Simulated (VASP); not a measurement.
The system is PbS.

```xyz
4
Lattice="5.9556 0.0000 0.0000 0.0000 2.9685 2.9685 0.0000 -2.9685 2.9685" Properties=species:S:1:pos:R:3 pbc="T T T"
Pb    4.4661   -1.4843    3.0310
Pb    1.4895    1.4843    3.0310
S     4.4647    1.4843    3.0308
S     1.4909   -1.4843    3.0308
```

Base run:

* Program: VASP 6.6.1
* Functional: r2SCAN
* Potentials or basis: VASP PAW PBE potentials, release 64 (Pb_d, S)
* Cutoff: 520 eV
* k mesh: 4 × 6 × 6
* Occupations: gaussian, width 0.01 eV
* Spin: no spin polarisation

Its results: band gap on the k mesh 0.64 eV; pressure 1.0 GPa.

The run is repeated on the same cell with these changes: functional from r2SCAN to PBE. What comes out?

Band gap on the k mesh 0.39 eV; pressure 1.8 GPa.

Caveats: spin-orbit coupling is left out, which moves the levels of the heavy elements; the PAW data sets were made with another functional, which shifts forces and pressure a little (at least some runs).

A k mesh can miss the band edges.
